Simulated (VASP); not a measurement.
Wanted: the native input for a VASP 6.6.1 run.

```yaml
Task: single point
Functional: PBE
Potentials_or_basis: VASP PAW PBE potentials, release 64 (Ti_sv, Al)
Cutoff: 520 eV
k_mesh: 18 × 18 × 10
Occupations: gaussian, width 0.15 eV
Spin: no spin polarisation
Dipole_correction: no
Further_INCAR_settings: ALGO = Normal; EDIFF = 1e-06; NBANDS = 14
```

The structure of TiAl lies in POSCAR:

```
TiAl
1.0
    2.8089000000      0.0000000000      0.0000000000
   -1.4044500000      2.4325787567      0.0000000000
    0.0000000000      0.0000000000      5.0203000000
Ti Al
1 1
Direct
    0.0000000000      0.0000000000      0.0000000000
    0.3333333333      0.6666666667      0.5000000000
```

The input as run:

INCAR

```
ALGO = Normal ; EDIFF = 1E-6
ENCUT = 520 ; GGA = PE
ISIF = 2 ; ISMEAR = 0
LASPH = T ; LCHARG = T
LELF = T ; LREAL = F
LVHAR = T ; LWAVE = F
NBANDS = 14 ; NELM = 80
PREC = Accurate ; SIGMA = 0.15
```

KPOINTS

```
k-points
0
Gamma
  18 18 10
```

Potentials or basis: VASP PAW PBE potentials, release 64 (Ti_sv, Al).

Command:

```bash
$ cat potpaw_PBE.64/Ti_sv/POTCAR potpaw_PBE.64/Al/POTCAR > POTCAR
$ mpirun -np 1 vasp_std > vasp.out
```

It gave:

```
Pressure : -2.8 GPa
```

Wall time 34 s on 1 thread of Intel(R) Xeon(R) 6975P-C (Granite Rapids) (shared host), peak memory 0.24 GiB.
